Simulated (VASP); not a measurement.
# AlNi (P4/mmm) in VASP: electric field gradients with PBEsol

Aim: the electric field gradients of AlNi with PBEsol.

All numbers are computed with VASP 6.6.1; they aren't measurements. Logs are shortened: lines on timing, memory, paths and dates and some standing lists are left out, and cuts for length are marked.

### 1 The cell of the first run

Symmetry: P4/mmm, No. 123, tetragonal system. The conventional cell has a = 2.881 Å, b = 2.881 Å, c = 2.795 Å, α = 90.00°, β = 90.00°, γ = 90.00°. Al (site symmetry 4/mmm) has 8 Ni at 2.47 Å and 6 Al at 2.79 to 2.88 Å within 3.3 Å. Within 3.3 Å of Ni (site symmetry 4/mmm) lie 8 Al at 2.47 Å and 6 Ni at 2.79 to 2.88 Å.

### 2 Electric field gradients, PBEsol, collinear spin, ferromagnetic start (zz strain of -3 %)

File INCAR:

```
  ALGO = Normal
  EDIFF = 1E-8
  ENCUT = 520
  GGA = PS
  ISIF = 2
  ISMEAR = -1
  ISPIN = 2
  LASPH = T
  LCHARG = F
  LEFG = T
  LMAXMIX = 4
  LORBIT = 11
  LREAL = F
  LWAVE = F
  MAGMOM = 0 1.5
  NBANDS = 18
  NELM = 150
  PREC = Accurate
  SIGMA = 0.05
```

File KPOINTS:

```
k-points
0
Gamma
  13 13 13
```

File POSCAR:

```
AlNi
1.0
    2.8810000000      0.0000000000      0.0000000000
    0.0000000000      2.8810000000      0.0000000000
    0.0000000000      0.0000000000      2.7945700000
Al Ni
1 1
Direct
    0.0000000000      0.0000000000      0.0000000000
    0.5000000000      0.5000000000      0.5000000000
```

Potentials or basis: VASP PAW PBE potentials, release 64 (Al, Ni).

Launch:

```
$ cat potpaw_PBE.64/Al/POTCAR potpaw_PBE.64/Ni/POTCAR > POTCAR
$ mpirun -np 1 vasp_std > vasp.out
```

OUTCAR:

```text
EDIFF = 1E-8
   ENCUT = 520
   GGA = PS
   ISIF = 2
   ISMEAR = -1
   ISPIN = 2
   LASPH = T
   LORBIT = 11
   LREAL = F
   NELM = 150
   PREC = Accurate

 ion  position               nearest neighbor table
   1  0.000  0.000  0.000-   2 2.47   2 2.47   2 2.47   2 2.47   2 2.47   2 2.47   2 2.47   2 2.47

   2  0.500  0.500  0.500-   1 2.47   1 2.47   1 2.47   1 2.47   1 2.47   1 2.47   1 2.47   1 2.47

  LATTYP: Found a simple tetragonal cell.
 ALAT       =     2.8810000000
 C/A-ratio  =     0.9700000000

  Lattice vectors:

 A1 = (   2.8810000000,   0.0000000000,   0.0000000000)
 A2 = (   0.0000000000,   2.8810000000,   0.0000000000)
 A3 = (   0.0000000000,   0.0000000000,   2.7945700000)

Analysis of symmetry for initial positions (statically):
=====================================================================
 Subroutine PRICEL returns:
 Original cell was already a primitive cell.

 Routine SETGRP: Setting up the symmetry group for a
 simple tetragonal supercell.

 Subroutine GETGRP returns: Found 16 space group operations
 (whereof 16 operations were pure point group operations)
 out of a pool of 16 trial point group operations.

The static configuration has the point symmetry D_4h.

Analysis of symmetry for dynamics (positions and initial velocities):
=====================================================================
 Subroutine PRICEL returns:
 Original cell was already a primitive cell.

 Routine SETGRP: Setting up the symmetry group for a
 simple tetragonal supercell.

 Subroutine GETGRP returns: Found 16 space group operations
 (whereof 16 operations were pure point group operations)
 out of a pool of 16 trial point group operations.

The dynamic configuration has the point symmetry D_4h.

Analysis of structural, dynamic, and magnetic symmetry:
=====================================================================
 Subroutine PRICEL returns:
 Original cell was already a primitive cell.

 Routine SETGRP: Setting up the symmetry group for a
 simple tetragonal supercell.

[... 158 lines left out ...]
 fundamental gap:      0.0281758047
 Fermi energy:        10.2892139416

 spin component 1

 k-point     1 :       0.0000    0.0000    0.0000
  band No.  band energies     occupation
      1      -1.0528      1.00000
      2       6.9010      1.00000
      3       6.9307      1.00000
      4       8.6353      1.00000
      5       8.7329      1.00000
      6       8.7329      1.00000
[... 493 lines left out ...]
     17      33.1123      0.00000
     18      35.4975      0.00000

 [... further k-points ...]

 spin component 2

 k-point     1 :       0.0000    0.0000    0.0000
  band No.  band energies     occupation
      1      -1.0528      1.00000
      2       6.9010      1.00000
      3       6.9307      1.00000
      4       8.6353      1.00000
      5       8.7329      1.00000
      6       8.7329      1.00000
[... 493 lines left out ...]
     17      33.1123      0.00000
     18      35.4975      0.00000

 [... further k-points ...]
[... 5 lines left out ...]
  --------------------------------------------------------------------------------------
  -------------------------------------------------------------------------------------
  Total        0.1213032      0.1213032      0.6522895      0.0000000      0.0000000      0.0000000
  in kB        8.3787876      8.3787876     45.0556743      0.0000000      0.0000000      0.0000000
  external PRESSURE =      20.6044165 kB  Pullay stress =       0.0000000 kB

 VOLUME and BASIS-vectors are now :
 -----------------------------------------------------------------------------
  energy-cutoff  :      520.00
  volume of cell :       23.20
      direct lattice vectors                 reciprocal lattice vectors
     2.881000000  0.000000000  0.000000000     0.347101701  0.000000000  0.000000000
     0.000000000  2.881000000  0.000000000     0.000000000  0.347101701  0.000000000
     0.000000000  0.000000000  2.794570000     0.000000000  0.000000000  0.357836805

 POSITION                                       TOTAL-FORCE (eV/Angst)
 -----------------------------------------------------------------------------------
      0.00000      0.00000      0.00000         0.000000      0.000000      0.000000
      1.44050      1.44050      1.39729         0.000000      0.000000      0.000000
 -----------------------------------------------------------------------------------
    total drift:                                0.000000     -0.000000     -0.000000

  FREE ENERGIE OF THE ION-ELECTRON SYSTEM (eV)
  ---------------------------------------------------
  free  energy   TOTEN  =       -11.5863625450 eV

  energy  without entropy=      -11.5810716000  energy(sigma->0) =      -11.58371707

 Electric field gradients (V/A^2)
---------------------------------------------------------------------
 ion       V_xx      V_yy      V_zz      V_xy      V_xz      V_yz
---------------------------------------------------------------------
   1       0.776     0.776    -1.552     0.000     0.000    -0.000
   2       3.458     3.458    -6.915     0.000     0.000     0.000
---------------------------------------------------------------------

 Electric field gradients after diagonalization (V/A^2)
 (convention: |V_zz| > |V_xx| > |V_yy|)
----------------------------------------------------------------------
 ion       V_xx      V_yy      V_zz     asymmetry (V_yy - V_xx)/ V_zz
----------------------------------------------------------------------
   1       0.776     0.776    -1.552       0.000
   2       3.458     3.458    -6.915       0.000
----------------------------------------------------------------------

           NMR quadrupolar parameters

 Cq : quadrupolar parameter    Cq=e*Q*V_zz/h
 eta: asymmetry parameters     (V_yy - V_xx)/ V_zz
 Q  : nuclear electric quadrupole moment in mb (millibarn)
----------------------------------------------------------------------
 ion       Cq(MHz)       eta       Q (mb)
----------------------------------------------------------------------
   1      -0.004       0.000       1.000
   2      -0.017       0.000       1.000
----------------------------------------------------------------------

 total charge

# of ion       s       p       d       tot
------------------------------------------
    1        0.386   0.426   0.000   0.812
    2        0.493   0.547   8.493   9.532
--------------------------------------------------
tot          0.879   0.974   8.493  10.345

 magnetization (x)

# of ion       s       p       d       tot
------------------------------------------
    1       -0.000   0.000   0.000  -0.000
    2       -0.000   0.000  -0.000  -0.000
--------------------------------------------------
tot         -0.000   0.000  -0.000  -0.000
```

OSZICAR:

```text
N       E                     dE             d eps       ncg     rms          rms(c)
DAV:   1     0.449826319217E+02    0.44983E+02   -0.50453E+03 14530   0.762E+02
DAV:   2    -0.104469675657E+02   -0.55430E+02   -0.48630E+02 15350   0.163E+02
DAV:   3    -0.130811014177E+02   -0.26341E+01   -0.25863E+01 16890   0.368E+01
DAV:   4    -0.131143687320E+02   -0.33267E-01   -0.33239E-01 16326   0.367E+00
DAV:   5    -0.131150870329E+02   -0.71830E-03   -0.71826E-03 16574   0.584E-01    0.141E+01
DAV:   6    -0.156131024104E+02   -0.24980E+01   -0.47571E+01 16130   0.828E+01    0.177E+01
DAV:   7    -0.116178478222E+02    0.39953E+01   -0.14016E+01 16280   0.478E+01    0.187E+00
DAV:   8    -0.116006885495E+02    0.17159E-01   -0.37229E-01 18392   0.588E+00    0.111E+00
DAV:   9    -0.115861767274E+02    0.14512E-01   -0.38257E-02 17164   0.181E+00    0.640E-01
DAV:  10    -0.115864639739E+02   -0.28725E-03   -0.13129E-03 19446   0.347E-01    0.208E-01
DAV:  11    -0.115862990531E+02    0.16492E-03   -0.13190E-03 18394   0.315E-01    0.996E-02
DAV:  12    -0.115863670938E+02   -0.68041E-04   -0.15885E-04 18352   0.120E-01    0.448E-02
DAV:  13    -0.115863633236E+02    0.37703E-05   -0.10896E-05 18930   0.353E-02    0.178E-02
DAV:  14    -0.115863626079E+02    0.71570E-06   -0.26266E-06 19460   0.181E-02    0.567E-03
DAV:  15    -0.115863625924E+02    0.15459E-07   -0.17968E-07 18582   0.396E-03    0.182E-03
DAV:  16    -0.115863625547E+02    0.37700E-07   -0.10263E-08  9440   0.917E-04    0.752E-04
DAV:  17    -0.115863625450E+02    0.97239E-08   -0.13139E-09  7752   0.304E-04
   1 F= -.11586363E+02 E0= -.11583717E+02  d E =-.529095E-02  mag=    -0.0000
```

stdout:

```text
POSCAR found type information on POSCAR AlNi
 POSCAR found :  2 types and       2 ions
 scaLAPACK will be used
 -----------------------------------------------------------------------------
|                                                                             |
|                                                                             |
|     You enforced a specific xc type in the INCAR file but a different       |
|     I HOPE YOU KNOW WHAT YOU ARE DOING!                                     |
|                                                                             |
 -----------------------------------------------------------------------------

 LDA part: xc-table for (Slater+PW92), standard interpolation
 POSCAR, INCAR and KPOINTS ok, starting setup
 FFT: planning ... GRIDC
 FFT: planning ... GRID_SOFT
 FFT: planning ... GRID
 WAVECAR not read
 entering main loop
ion   1

ion   2
```

Run time: 90 s. Hardware: 1 thread of Intel Xeon Platinum 8124M at 3.00GHz (Skylake/Cascade Lake), shared host; peak memory 0.25 GiB.

What came out:

```yaml
Free_energy: -11.5864 eV
Pressure: 2.1 GPa
Net_moment: 0.00 μB per cell
Largest_electric_field_gradient_by_atom: Al -1.6; Ni -6.9 V/Å²
Valence_electrons_inside_the_program's_atomic_spheres: Al 0.81; Ni 9.53
```

Stress tensor (GPa, compression positive):
```
0.84 0.00 0.00
0.00 0.84 0.00
0.00 0.00 4.51
```

Electric field gradients, principal values (V/Å²):
```tsv
atom	least	middle	greatest (by size)
1 Al	0.776	0.776	-1.552
2 Ni	3.458	3.458	-6.915
```

Caveat: the cell differs from its parent crystal (zz strain of -3 %); the moments typed at the start vanished in this run; without QUAD_EFG the Cq values of the log hold for a quadrupole moment of 1 mb, not for the nuclei; the PAW data sets were made with another functional, which shifts forces and pressure a little.
